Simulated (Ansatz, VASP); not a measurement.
Ag: VASP beside Ansatz

File INCAR:

```
  PREC = Accurate
  ENCUT = 520
  EDIFF = 1E-6
  ISMEAR = 0
  SIGMA = 0.15
  LREAL = False
  LASPH = True
  NELM = 100
  ALGO = Fast
  ISIF = 2
  LWAVE = False
  LCHARG = False
  NBANDS = 12
```

The input KPOINTS:

```
Automatic mesh
0
Gamma
  22 22 22
```

The input POSCAR:

```
Ag
1.0
   -1.9113129271      1.9113129271      1.2423534026
    1.9113129271     -1.9113129271      1.2423534026
    1.9113129271      1.9113129271     -1.2423534026
Ag
1
Direct
    0.0000000000      0.0000000000      0.0000000000
```

Input for Ansatz:

```yaml
crystal:
  lattice:
    - [-1.9113129271, 1.9113129271, 1.2423534026]
    - [1.9113129271, -1.9113129271, 1.2423534026]
    - [1.9113129271, 1.9113129271, -1.2423534026]
  atoms:
    - { symbol: Ag, position: [0.0, 0.0, 0.0] }
basis:
  ecutwfc: 420
kpoints:
  mp_grid: { grid: [22, 22, 22] }
hamiltonian:
  xc: lda
scf:
  occupations: { method: gaussian, width: 0.15 }
output:
  forces: true
  stress: true
  eigenvalues: true
```

Alike in both runs: task single point; functional LDA; k mesh 22 × 22 × 22; occupations gaussian, width 0.15 eV; no spin polarisation.

|  | VASP | Ansatz |
| --- | --- | --- |
| version | VASP 6.6.1 | Ansatz 0.2.0 |
| potentials or method | VASP PAW LDA potentials, release 64 (Ag), cutoff 520 eV | scalar-relativistic, plane waves, PAW |
| valence electrons in the cell | 11 | 19 |

Ansatz gave:

```
gap on the k mesh at the Fermi level (eV)                     : none
pressure (GPa)                                                : -0.9
traceless stress, the component that is largest in VASP (GPa) : 25.07
```

**Question.** Which values does VASP return?

**Answer.** gap on the k mesh at the Fermi level (eV): none; pressure (GPa): -0.7; traceless stress, the component that is largest in VASP (GPa): 24.99.

LDA's correlation is that of Perdew and Zunger in VASP and of Perdew and Wang (1992) in Ansatz. A gap of «none» marks a metal or a gap that the smearing closes. VASP's potentials hold 11 valence electrons a cell and Ansatz's 19, so a difference there can come from the potentials and not from the codes.
